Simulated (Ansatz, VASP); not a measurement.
# Cs in VASP and in Ansatz

```xyz
1
Lattice="-3.1123 3.1123 3.1123 3.1123 -3.1123 3.1123 3.1123 3.1123 -3.1123" Properties=species:S:1:pos:R:3 pbc="T T T"
Cs    0.0000    0.0000    0.0000
```

Alike in both runs: task single point; functional RPBE; k mesh 12 × 12 × 12; occupations fermi-dirac, width 0.1 eV; no spin polarisation.

```csv
,VASP,Ansatz
version,VASP 6.6.1,Ansatz 0.2.0
potentials or method,"VASP PAW PBE potentials, release 64 (Cs_sv), cutoff 520 eV","plane waves (420 eV) with PAW, scalar-relativistic"
valence electrons in the cell,9,9
```

|  | VASP | Ansatz | Ansatz less VASP |
| --- | --- | --- | --- |
| pressure (GPa) | 0.2 | 0.2 | 0.00 |

VASP's potentials were made for PBE, not for RPBE.

Spin-orbit coupling is off throughout.
